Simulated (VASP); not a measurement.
Runs of VASP 6.6.1 on Na4Os. The structure is that of space group P-43m (No. 215), or close to it. The cells are those of the table. 

```csv
task,spin,cell,cutoff (eV),gap on the mesh (eV),pressure (GPa),largest force (eV/Å)
single point,"collinear, ferromagnetic start","a = 5.547 Å, 5 atoms",600,none,0.5,(a)
single point,off,"a = 5.547 Å, 5 atoms",600,none,0.0,0.05
relaxation of cell and atoms,off,"relaxed from a = 4.727 Å, 5 atoms",600,none,0.0,-
single point,off,"a = 4.727 Å, 5 atoms",520,(b),26.2,-
```

Alike in all rows: level PBE; potentials or basis VASP PAW PBE potentials, release 64 (Na_pv, Os); k mesh 4 × 4 × 4; smearing gaussian 0.1 eV.

Task: Estimate the missing entries.

Result: (a) 0.15; (b) 0.12.

Caveats: spin-orbit coupling is left out, which moves the levels of the heavy elements.

A k mesh can miss the band edges, and the runs leave out spin-orbit coupling on Os.

A gap of «none» marks levels without a gap at the run's occupations.
